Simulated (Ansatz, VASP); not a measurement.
SnTe: VASP beside Ansatz

File INCAR:

```
PREC = Accurate ; ENCUT = 500
EDIFF = 1E-6 ; ISMEAR = 0
SIGMA = 0.01 ; LREAL = F
LASPH = T ; NELM = 120
ALGO = Normal ; ISIF = 2
LWAVE = F ; LCHARG = T
GGA = B5 ; ALDAX = 1.0
AGGAX = 1.0 ; AGGAC = 1.0
ALDAC = 0.0 ; LELF = T
LVHAR = T ; NBANDS = 17
GGA_COMPAT = F
```

The input KPOINTS:

```
regular mesh
0
Gamma
  3 3 3
```

File POSCAR:

```
SnTe
1.0
    0.0000000000      3.6111500000      3.6111500000
    3.6111500000      0.0000000000      3.6111500000
    3.6111500000      3.6111500000      0.0000000000
Sn Te
1 1
Direct
    0.0000000000      0.0000000000      0.0000000000
    0.7500000000      0.7500000000      0.7500000000
```

Input for Ansatz:

```yaml
crystal:
  lattice:
    - [0.0, 3.61115, 3.61115]
    - [3.61115, 0.0, 3.61115]
    - [3.61115, 3.61115, 0.0]
  atoms:
    - { symbol: Sn, position: [0.0, 0.0, 0.0] }
    - { symbol: Te, position: [0.75, 0.75, 0.75] }
accuracy: medium
kpoints:
  mp_grid:
    grid: [3, 3, 3]
    shift: [0.0, 0.0, 0.0]
hamiltonian:
  xc: blyp
  pseudopotentials:
    kind: nc
scf:
  convergence:
    dr2_threshold: 1.0e-07
  occupations:
    method: fixed
output:
  forces: true
  stress: true
```

Alike in both runs: task single point; functional BLYP; k mesh 3 × 3 × 3; no spin polarisation.

|  | VASP | Ansatz |
| --- | --- | --- |
| version | VASP 6.6.1 | Ansatz 0.2.0 |
| potentials or method | VASP PAW PBE potentials, release 64 (Sn_d, Te) | plane waves, norm-conserving potentials |
| plane-wave cutoff (eV) | 500 | 1120 |
| occupations | gaussian, width 0.01 eV | fixed |
| valence electrons in the cell | 20 | 30 |

```tsv
	VASP	Ansatz	Ansatz less VASP
pressure (GPa)	0.9	0.8	-0.04
```

VASP's potentials were made for PBE, not for BLYP. VASP's potentials hold 20 valence electrons a cell and Ansatz's 30, so a difference there can come from the potentials and not from the codes. Ansatz's warnings: stress scf threshold loose.

The k mesh is coarse, so the values compare programs but aren't converged. Spin-orbit coupling is off throughout.
